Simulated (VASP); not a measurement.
Here is a VASP 6.6.1 calculation.

File POSCAR:

```
Zn
1.0
    2.6478938697      0.0000000000      0.0000000000
   -1.3239469348      2.2931433577      0.0000000000
    0.0000000000      0.0000000000      9.8872999942
Zn
4
Direct
    0.0000000000      0.0000000000      1.0000000000
    0.0000000000      1.0000000000      0.5000000000
    0.3333333333      0.6666666667      0.2500000000
    0.6666666667      0.3333333333      0.7500000000
```

File INCAR.step1:

```
SYSTEM = Zn
PREC = Accurate
ENCUT = 520
ISMEAR = -1
SIGMA = 0.1
LREAL = .FALSE.
LASPH = .TRUE.
NELM = 80
NBANDS = 32
GGA = PE
ALGO = Normal
EDIFF = 1E-4
LWAVE = .TRUE.
LCHARG = .FALSE.
```

File INCAR.step2:

```
SYSTEM = Zn
PREC = Accurate
ENCUT = 520
EDIFF = 1E-6
ISMEAR = -1
SIGMA = 0.1
LREAL = .FALSE.
LASPH = .TRUE.
NELM = 80
ALGO = Normal
ISIF = 2
LWAVE = .FALSE.
LCHARG = .TRUE.
METAGGA = R2SCAN
LMIXTAU = .TRUE.
LELF = .TRUE.
LVHAR = .TRUE.
NBANDS = 32
ISTART = 1
```

The input KPOINTS:

```
Automatic mesh
0
G
  16 16 4
  0 0 0
```

Potentials or basis: VASP PAW PBE potentials, release 64 (Zn).

Run with:

```console
$ cat potpaw_PBE.64/Zn/POTCAR > POTCAR
$ cp INCAR.step1 INCAR
$ mpirun -np 1 vasp_std > vasp.out
$ cp INCAR.step2 INCAR
$ mpirun -np 1 vasp_std > vasp.out
```

Q: Predict the pressure.

A: -2.8 GPa.

Q: What does it give for the band gap on the k mesh?

A: Zero (bands 24 and 25 overlap by 4.47 eV).

Stress tensor (GPa, compression positive):
```
-2.98  0.00  0.00
 0.00 -2.98  0.00
 0.00  0.00 -2.51
```

Caveat: the PAW data sets were made with another functional, which shifts forces and pressure a little.
